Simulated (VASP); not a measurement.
Input of a VASP 6.6.1 run:

The input INCAR:

```
SYSTEM = B3As2
PREC = Accurate ; ENCUT = 600
EDIFF = 1E-6 ; ISMEAR = 0
SIGMA = 0.1 ; LREAL = .False.
LASPH = .True. ; NELM = 100
ALGO = Normal ; ISIF = 3
LWAVE = .False. ; LCHARG = .False.
GGA = PE ; IBRION = 2
NSW = 90 ; EDIFFG = -0.04
```

The input KPOINTS:

```
regular mesh
0
Gamma
  6 6 4
  0 0 0
```

The input POSCAR:

```
B3As2
1.0
    4.1057261500      0.0000000000      0.0000000000
   -2.0528630800      3.5556631500      0.0000000000
    0.0000000000      0.0000000000      5.0416950800
B As
3 2
Direct
    0.0000000000      0.0000000000      0.0000000000
    0.3333333300      0.6666666700      0.6449289300
    0.6666666700      0.3333333300      0.3550710700
    0.3333333300      0.6666666700      0.1568725000
    0.6666666700      0.3333333300      0.8431275000
```

Potentials or basis: VASP PAW PBE potentials, release 64 (B, As).

Run with:

```console
$ cat potpaw_PBE.64/B/POTCAR potpaw_PBE.64/As/POTCAR > POTCAR
$ mpirun -np 1 vasp_std > vasp.out
```

**Question.** Predict the relaxed cell.

**Answer.** a = 3.174 Å, b = 3.174 Å, c = 6.850 Å, α = 90.00°, β = 90.00°, γ = 120.00°.

**Question.** Predict the relaxed volume.

**Answer.** 11.95 Å³/atom.

**Question.** What does it give for the space group after relaxing (to 0.05 Å)?

**Answer.** P-3m1 (No. 164).

Forces in eV/Å, atoms in the order of the input:
```
B    0.000  0.000  0.000
B    0.000  0.000 -0.004
B    0.000  0.000  0.004
As   0.000  0.000 -0.038
As   0.000  0.000  0.038
```

Caveat: the volume moved by over 15 % at a fixed basis, so the end points are rough.
